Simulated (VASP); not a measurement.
# Al2Ru (Fddd) in VASP: further runs

Runs on Al2Ru. Level: LDA. Tasks: single point.

Everything below comes from runs of VASP 6.6.1. Logs are shortened: lines on timing, memory, paths and dates and some standing lists are left out, and cuts for length are marked.

## 1. The cell of the first run

Symmetry: Fddd, No. 70, orthorhombic system. Conventional cell: a = 4.569 Å, b = 7.754 Å, c = 8.525 Å, α = 90.00°, β = 90.00°, γ = 90.00°. Al (site symmetry 2) has 5 Ru at 2.49 to 2.64 Å and 9 Al at 2.52 to 3.10 Å within 3.3 Å. Ru (site symmetry 222) has 10 Al at 2.49 to 2.64 Å and 4 Ru at 3.10 Å within 3.3 Å.

## 2. Single point, LDA (12.58 Å³/atom)

File INCAR:

```
SYSTEM = Al2Ru
ALGO = Normal ; EDIFF = 1E-6
ENCUT = 520 ; GGA = CA
ISIF = 2 ; ISMEAR = 0
LASPH = .TRUE. ; LCHARG = .FALSE.
LREAL = .FALSE. ; LWAVE = .FALSE.
NBANDS = 29 ; NELM = 100
PREC = Accurate ; SIGMA = 0.03
```

File KPOINTS:

```
k-points
0
G
  10 10 10
  0 0 0
```

File POSCAR:

```
Al2Ru
1.0
    0.0000000000      3.8771481133      4.2624413573
    2.2843842397      0.0000000000      4.2624413573
    2.2843842397      3.8771481133      0.0000000000
Al Ru
4 2
Direct
    0.0788992938      0.4211007062      0.0788992938
    0.4211007062      0.0788992938      0.4211007062
    0.1711007062      0.8288992938      0.1711007062
    0.8288992938      0.1711007062      0.8288992938
    0.7500000000      0.7500000000      0.7500000000
    0.5000000000      0.5000000000      0.5000000000
```

Potentials or basis: VASP PAW LDA potentials, release 64 (Al, Ru_pv).

On the command line:

```console
> cat potpaw_LDA.64/Al/POTCAR potpaw_LDA.64/Ru_pv/POTCAR > POTCAR
> mpirun -np 1 vasp_std > vasp.out
```

OUTCAR:

```text
SYSTEM = Al2Ru
   EDIFF = 1E-6
   ENCUT = 520
   GGA = CA
   ISIF = 2
   ISMEAR = 0
   LASPH = .TRUE.
   LREAL = .FALSE.
   NELM = 100
   PREC = Accurate

 ion  position               nearest neighbor table
   1  0.079  0.421  0.079-   6 2.49   6 2.49   3 2.52   3 2.52   5 2.55   2 2.59   2 2.59   5 2.64
                             5 2.64   2 2.65   4 3.10   4 3.10   4 3.10   4 3.10
   2  0.421  0.079  0.421-   6 2.49   6 2.49   4 2.52   4 2.52   5 2.55   1 2.59   1 2.59   5 2.64
                             5 2.64   1 2.65   3 3.10   3 3.10   3 3.10   3 3.10
   3  0.171  0.829  0.171-   5 2.49   5 2.49   1 2.52   1 2.52   6 2.55   4 2.59   4 2.59   6 2.64
                             6 2.64   4 2.65   2 3.10   2 3.10   2 3.10   2 3.10
   4  0.829  0.171  0.829-   5 2.49   5 2.49   2 2.52   2 2.52   6 2.55   3 2.59   3 2.59   6 2.64
                             6 2.64   3 2.65   1 3.10   1 3.10   1 3.10   1 3.10
   5  0.750  0.750  0.750-   4 2.49   3 2.49   4 2.49   3 2.49   1 2.55   2 2.55   2 2.64   2 2.64
                             1 2.64   1 2.64   6 3.10   6 3.10   6 3.10   6 3.10
   6  0.500  0.500  0.500-   1 2.49   2 2.49   1 2.49   2 2.49   3 2.55   4 2.55   3 2.64   3 2.64
                             4 2.64   4 2.64   5 3.10   5 3.10   5 3.10   5 3.10

  LATTYP: Found a face centered orthorhombic cell.
 ALAT       =     4.5687684794
 B/A-ratio  =     1.6972399152
 C/A-ratio  =     1.8659038542

  Lattice vectors:

 A1 = (   0.0000000000,   3.8771481133,   4.2624413573)
 A2 = (   2.2843842397,   0.0000000000,   4.2624413573)
 A3 = (   2.2843842397,   3.8771481133,   0.0000000000)

Analysis of symmetry for initial positions (statically):
=====================================================================
 Subroutine PRICEL returns:
 Original cell was already a primitive cell.

 Routine SETGRP: Setting up the symmetry group for a
 face centered orthorhombic supercell.

 Subroutine GETGRP returns: Found  8 space group operations
 (whereof  4 operations were pure point group operations)
 out of a pool of  8 trial point group operations.

The static configuration has the point symmetry D_2 .
 The point group associated with its full space group is D_2h.

Analysis of symmetry for dynamics (positions and initial velocities):
=====================================================================
 Subroutine PRICEL returns:
 Original cell was already a primitive cell.

 Routine SETGRP: Setting up the symmetry group for a
 face centered orthorhombic supercell.

 Subroutine GETGRP returns: Found  8 space group operations
 (whereof  4 operations were pure point group operations)
 out of a pool of  8 trial point group operations.

The dynamic configuration has the point symmetry D_2 .
 The point group associated with its full space group is D_2h.

 Subroutine INISYM returns: Found  8 space group operations
 (whereof  4 operations are pure point group operations),
 and found     1 'primitive' translations

----------------------------------------------------------------------------------------

                                     Primitive cell

  volume of cell :      75.5040

  direct lattice vectors                    reciprocal lattice vectors
     0.000000000  3.877148113  4.262441357    -0.218877364  0.128960768  0.117303667
     2.284384240  0.000000000  4.262441357     0.218877364 -0.128960768  0.117303667
     2.284384240  3.877148113  0.000000000     0.218877364  0.128960768 -0.117303667

  length of vectors
     5.762003455  4.835991902  4.500076538     0.279818388  0.279818388  0.279818388

  position of ions in fractional coordinates (direct lattice)
     0.078899294  0.421100706  0.078899294
     0.421100706  0.078899294  0.421100706
     0.171100706  0.828899294  0.171100706
     0.828899294  0.171100706  0.828899294
     0.750000000  0.750000000  0.750000000
     0.500000000  0.500000000  0.500000000

  ion indices of the primitive-cell ions
   primitive index   ion index
                 1           1
                 2           2
                 3           3
                 4           4
                 5           5
                 6           6

----------------------------------------------------------------------------------------

 KPOINTS: k-points

Automatic generation of k-mesh.
 Grid dimensions read from file:
 generate k-points for:   10   10   10

 Generating k-lattice:

  Cartesian coordinates                     Fractional coordinates (reciprocal lattice)
    -0.021887736  0.012896077  0.011730367     0.100000000 -0.000000000  0.000000000
     0.021887736 -0.012896077  0.011730367    -0.000000000  0.100000000  0.000000000
     0.021887736  0.012896077 -0.011730367     0.000000000  0.000000000  0.100000000

  Length of vectors
     0.027981839  0.027981839  0.027981839

  Shift w.r.t. Gamma in fractional coordinates (k-lattice)
     0.000000000  0.000000000  0.000000000

 Subroutine IBZKPT returns following result:
 ===========================================

 Found    171 irreducible k-points:

 Following reciprocal coordinates:
            Coordinates               Weight
  0.000000  0.000000  0.000000      1.000000
  0.100000  0.000000  0.000000      8.000000
  0.200000  0.000000  0.000000      8.000000
  0.300000 -0.000000 -0.000000      8.000000
  0.400000  0.000000  0.000000      8.000000
  0.500000  0.000000  0.000000      4.000000
[... 16 lines left out ...]
  0.300000  0.300000  0.000000      2.000000
  0.400000  0.300000  0.000000      8.000000
 [... further k-points ...]
   k-points           NKPTS =    171   k-points in BZ     NKDIM =    171   number of bands    NBANDS=     29
   number of dos      NEDOS =    301   number of ions     NIONS =      6
   total plane-waves  NPLWV =  62208
   dimension x,y,z NGX =    48 NGY =   36 NGZ =   36
   dimension x,y,z NGXF=    96 NGYF=   72 NGZF=   72
   ions per type =               4   2
   NGX,Y,Z   is equivalent  to a cutoff of  13.85, 12.38, 13.30 a.u.
   NGXF,Y,Z  is equivalent  to a cutoff of  27.70, 24.75, 26.60 a.u.
 SYSTEM =  Al2Ru
   PREC   = accura    normal or accurate (medium, high low for compatibility)
   ISTART =      0    job   : 0-new  1-cont  2-samecut
   ICHARG =      2    charge: 1-file 2-atom 10-const
   ISPIN  =      1    spin polarized calculation?
   LNONCOLLINEAR =      F non collinear calculations
   LSORBIT =      F    spin-orbit coupling
   LASPH  =      T    aspherical Exc in radial PAW
   ENCUT  =  520.0 eV  38.22 Ry    6.18 a.u.  10.71  8.99  8.37*2*pi/ulx,y,z
   NELM   =    100;   NELMIN=  2; NELMDL= -5     # of ELM steps
   EDIFF  = 0.1E-05   stopping-criterion for ELM
   LREAL  =      F    real-space projection
[... 7 lines left out ...]
   TEBEG  =    0.0;   TEEND  =   0.0 temperature during run
   PSTRESS=    0.0 pullay stress
   NELECT =      40.0000    total number of electrons
   NUPDOWN=      -1.0000    fix difference up-down
   EMIN   =  10.00;   EMAX   =-10.00  energy-range for DOS
   EFERMI =   0.00;   METHOD = LEGACY
   ISMEAR =     0;   SIGMA  =   0.03  broadening in eV -4-tet -1-fermi 0-gaus
   EFERMI_NEDOS =   21; number of points for ismear=-14 and -15
   IALGO  =     38    algorithm
   IMIX   =      4    mixing-type and parameters
     AMIX     =   0.40;   BMIX     =  1.00
     AMIX_MAG =   1.60;   BMIX_MAG =  1.00
  volume/ion in A,a.u.               =      12.58        84.92
  Fermi-wavevector in a.u.,A,eV,Ry     =   1.324661  2.503247 23.874517  1.754728
  Thomas-Fermi vector in A             =   2.454179
   LORBIT       =      0    0 simple, 1 ext, 2 COOP (PROOUT), +10 PAW based schemes
   GGA     = CA    functional components
   LHFCALC =     F    Hartree Fock is set to
   AEXX    =    0.0000 exact exchange contribution
   IVDW    =     0    specifies the selected vdW correction
   LEPSILON=     F    determine dielectric tensor
   LRPA    =     F    only Hartree local field effects (RPA)
 non-spin polarized calculation
 Gauss-broadening in eV      SIGMA  =   0.03
  energy-cutoff  :      520.00
  volume of cell :       75.50
 maximum number of plane-waves:      2056
 NGX is ok and might be reduce to    48
   NGX = 21   NGY = 17   NGZ = 17

 number of electron      39.9999999 magnetization

 Free energy of the ion-electron system (eV)
  ---------------------------------------------------
  ext. energy  EPLUGINS =         0.00000000
  ---------------------------------------------------
  free energy    TOTEN  =       -42.19260936 eV

  energy without entropy =      -42.19260576  energy(sigma->0) =      -42.19260756

 E-fermi :  11.8176     XC(G=0): -12.5260

 val. band max:       11.7722491696   @ k =   0.0000   0.0000   0.0000
 cond. band min:      11.8686870609   @ k =   0.0000   0.3000   0.3000
 fundamental gap:      0.0964378913
 Fermi energy:        11.8176478053

 k-point     1 :       0.0000    0.0000    0.0000
  band No.  band energies     occupation
      1     -30.9343      2.00000
      2     -30.8413      2.00000
      3     -30.8116      2.00000
      4     -30.7753      2.00000
      5     -30.7595      2.00000
      6     -30.7447      2.00000
[... 21 lines left out ...]
     28      16.1410      0.00000
     29      16.9240      0.00000

 k-point     2 :       0.1000    0.0000    0.0000
  band No.  band energies     occupation
      1     -30.9330      2.00000
      2     -30.8436      2.00000
      3     -30.8114      2.00000
      4     -30.7750      2.00000
      5     -30.7595      2.00000
      6     -30.7449      2.00000
[... 21 lines left out ...]
     28      16.7280      0.00000
     29      17.1450      0.00000

 k-point     3 :       0.2000    0.0000    0.0000
  band No.  band energies     occupation
      1     -30.9294      2.00000
      2     -30.8494      2.00000
      3     -30.8121      2.00000
      4     -30.7736      2.00000
      5     -30.7597      2.00000
      6     -30.7453      2.00000
[... 638 lines left out ...]
      5     -30.7509      2.00000
      6     -30.7384      2.00000
[... 21 lines left out ...]
     28      16.9396      0.00000
     29      17.7023      0.00000

 k-point    24 :       0.4000    0.3000    0.0000
  band No.  band energies     occupation
      1     -30.9035      2.00000
      2     -30.8517      2.00000
      3     -30.8271      2.00000
      4     -30.8016      2.00000
      5     -30.7488      2.00000
      6     -30.7390      2.00000
[... 21 lines left out ...]
     28      17.1162      0.00000
     29      18.0826      0.00000

 [... further k-points ...]

------------------------ aborting loop because EDIFF is reached ----------------------------------------

  FORCE on cell =-STRESS in cart. coord.  units (eV):
  Direction    XX          YY          ZZ          XY          YZ          ZX
  --------------------------------------------------------------------------------------
  -------------------------------------------------------------------------------------
  Total        6.7791239      6.0743255      7.0683756      0.0000000      0.0000000      0.0000000
  in kB      143.8514337    128.8957759    149.9892867      0.0000000      0.0000000      0.0000000
  external PRESSURE =     140.9121654 kB  Pullay stress =       0.0000000 kB

 VOLUME and BASIS-vectors are now :
 -----------------------------------------------------------------------------
  energy-cutoff  :      520.00
  volume of cell :       75.50
      direct lattice vectors                 reciprocal lattice vectors
     0.000000000  3.877148113  4.262441357    -0.218877364  0.128960768  0.117303667
     2.284384240  0.000000000  4.262441357     0.218877364 -0.128960768  0.117303667
     2.284384240  3.877148113  0.000000000     0.218877364  0.128960768 -0.117303667

 POSITION                                       TOTAL-FORCE (eV/Angst)
 -----------------------------------------------------------------------------------
      1.14219      0.61181      2.13122         0.000000      0.103650     -0.000000
      1.14219      3.26534      2.13122         0.000000     -0.103650     -0.000000
      2.28438      1.32677      4.26244        -0.000000     -0.103650     -0.000000
      2.28438      6.42753      4.26244        -0.000000      0.103650     -0.000000
      3.42658      5.81572      6.39366        -0.000000      0.000000      0.000000
      2.28438      3.87715      4.26244        -0.000000      0.000000     -0.000000
 -----------------------------------------------------------------------------------
    total drift:                               -0.000000     -0.000000     -0.000000

  FREE ENERGIE OF THE ION-ELECTRON SYSTEM (eV)
  ---------------------------------------------------
  free  energy   TOTEN  =       -42.1926093577 eV

  energy  without entropy=      -42.1926057620  energy(sigma->0) =      -42.19260756
```

Wall time 2.5 min (1 thread of Intel Xeon 6975P-C (Granite Rapids), shared host); peak memory 0.41 GiB.

What came out:

- Free energy: -42.1926 eV
- Pressure: 14.1 GPa
- Largest force: 0.104 eV/Å

Forces in eV/Å, atoms in the order of the input:
```
Al   0.000  0.104  0.000
Al   0.000 -0.104  0.000
Al   0.000 -0.104  0.000
Al   0.000  0.104  0.000
Ru   0.000  0.000  0.000
Ru   0.000  0.000  0.000
```

Stress tensor (GPa, compression positive):
```
14.39  0.00  0.00
 0.00 12.89  0.00
 0.00  0.00 15.00
```

Levels at points of the mesh, in eV from the Fermi level:
| k point | band 17 | band 18 | band 19 | band 20 | band 21 | band 22 | band 23 | band 24 |
| --- | --- | --- | --- | --- | --- | --- | --- | --- |
| (0.00, 0.00, 0.00) | -2.27 | -1.45 | -1.33 | -0.05 | 1.81 | 2.37 | 2.52 | 2.79 |
| (0.50, 0.00, 0.00) | -2.52 | -2.37 | -1.32 | -1.04 | 0.33 | 0.72 | 2.05 | 3.43 |
| (0.50, 0.50, 0.00) | -1.84 | -1.84 | -1.45 | -1.45 | 2.39 | 2.39 | 2.67 | 2.67 |
| (0.50, 0.00, 0.50) | -2.53 | -2.53 | -1.69 | -1.69 | 1.89 | 1.89 | 2.65 | 2.65 |
| (0.00, 0.50, 0.50) | -2.89 | -2.89 | -1.46 | -1.46 | 0.35 | 0.35 | 4.80 | 4.80 |

Caveat: the cell stands under pressure.

(Part 1 of 2 ends here.)
